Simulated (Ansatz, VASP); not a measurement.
**Al2O3: VASP beside Ansatz**

INCAR

```
PREC = Accurate
ENCUT = 520
EDIFF = 1E-6
ISMEAR = 0
SIGMA = 0.05
LREAL = False
LASPH = True
NELM = 100
ALGO = Normal
ISIF = 2
LWAVE = False
LCHARG = False
GGA = PE
NBANDS = 35
```

KPOINTS

```
Automatic mesh
0
Gamma
  6 6 6
```

POSCAR

```
Al2O3
1.0
    2.5944430027      1.4979023660      4.3564157272
   -2.5944430027      1.4979023660      4.3564157272
    0.0000000000     -2.9958047320      4.3564157272
Al O
4 6
Direct
    0.8521293568      0.8521293568      0.8521293568
    0.6478706432      0.6478706432      0.6478706432
    0.1478706432      0.1478706432      0.1478706432
    0.3521293568      0.3521293568      0.3521293568
    0.0561574040      0.4438425960      0.7500000000
    0.7500000000      0.0561574040      0.4438425960
    0.4438425960      0.7500000000      0.0561574040
    0.9438425960      0.5561574040      0.2500000000
    0.2500000000      0.9438425960      0.5561574040
    0.5561574040      0.2500000000      0.9438425960
```

Input for Ansatz:

```yaml
crystal:
  lattice:
    - [2.5944430027, 1.497902366, 4.3564157272]
    - [-2.5944430027, 1.497902366, 4.3564157272]
    - [0.0, -2.995804732, 4.3564157272]
  atoms:
    - { symbol: Al, position: [0.8521293568, 0.8521293568, 0.8521293568] }
    - { symbol: Al, position: [0.6478706432, 0.6478706432, 0.6478706432] }
    - { symbol: Al, position: [0.1478706432, 0.1478706432, 0.1478706432] }
    - { symbol: Al, position: [0.3521293568, 0.3521293568, 0.3521293568] }
    - { symbol: O, position: [0.056157404, 0.443842596, 0.75] }
    - { symbol: O, position: [0.75, 0.056157404, 0.443842596] }
    - { symbol: O, position: [0.443842596, 0.75, 0.056157404] }
    - { symbol: O, position: [0.943842596, 0.556157404, 0.25] }
    - { symbol: O, position: [0.25, 0.943842596, 0.556157404] }
    - { symbol: O, position: [0.556157404, 0.25, 0.943842596] }
basis:
  ecutwfc: 520.0
kpoints:
  mp_grid: { grid: [6, 6, 6] }
hamiltonian:
  xc: pbe
  pseudopotentials: { kind: paw, azcp: { folder: soft_1 } }
scf:
  occupations: { method: gaussian, width: 0.05 }
output:
  forces: true
  stress: true
  eigenvalues: true
```

Alike in both runs: task single point; functional PBE; k mesh 6 × 6 × 6; occupations gaussian, width 0.05 eV; no spin polarisation.

|  | VASP | Ansatz |
| --- | --- | --- |
| version | VASP 6.6.1 | Ansatz 0.2.0 |
| potentials or method | VASP PAW PBE potentials, release 64 (Al, O), cutoff 520 eV | scalar-relativistic, plane waves, PAW |
| valence electrons in the cell | 48 | 48 |

Ansatz gave:

- gap on the k mesh at the Fermi level (eV): 3.59
- least direct gap on the mesh (eV): 3.59
- pressure (GPa): -25.6
- traceless stress, the component that is largest in VASP (GPa): 17.38
- rms of the force components (eV/Å): 0.206

Problem. Which values does VASP return?

Solution. gap on the k mesh at the Fermi level (eV): 3.57; least direct gap on the mesh (eV): 3.57; pressure (GPa): -25.6; traceless stress, the component that is largest in VASP (GPa): 17.38; rms of the force components (eV/Å): 0.207.

Atom by atom the forces differ by 0.003 eV/Å (rms over components).
